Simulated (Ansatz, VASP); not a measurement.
## Two plane-wave programs on Hf3OF3

```xyz
7
Lattice="4.7587 0.0000 0.0000 0.0000 4.7587 0.0000 0.0000 0.0000 4.7587" Properties=species:S:1:pos:R:3 pbc="T T T"
Hf    2.3793    0.0000    0.0000
Hf    0.0000    2.3793    0.0000
Hf    0.0000    0.0000    2.3793
O     0.0000    0.0000    0.0000
F     0.0000    2.3793    2.3793
F     2.3793    0.0000    2.3793
F     2.3793    2.3793    0.0000
```

Change from the starting cell: species swapped into the Ca3AsBr3 type (Pm-3m, No. 221).

Alike in both runs: task single point; functional PBE; k mesh 4 × 4 × 4; occupations gaussian, width 0.1 eV; no spin polarisation.

```csv
,VASP,Ansatz
version,VASP 6.6.1,Ansatz 0.2.0
potentials or method,"VASP PAW PBE potentials, release 64 (Hf_pv, O, F), cutoff 520 eV","scalar-relativistic, plane waves, PAW"
valence electrons in the cell,57,105
```

|  | VASP | Ansatz | Ansatz less VASP |
| --- | --- | --- | --- |
| gap on the k mesh at the Fermi level (eV) | none | none | - |
| pressure (GPa) | -8.7 | -7.1 | +1.67 |

A gap of «none» marks a metal or a gap that the smearing closes. With one functional, cell and mesh, what is left measures potentials, basis and numerics. VASP's potentials hold 57 valence electrons a cell and Ansatz's 105, so a difference there can come from the potentials and not from the codes.

Neither program's run includes spin-orbit coupling.
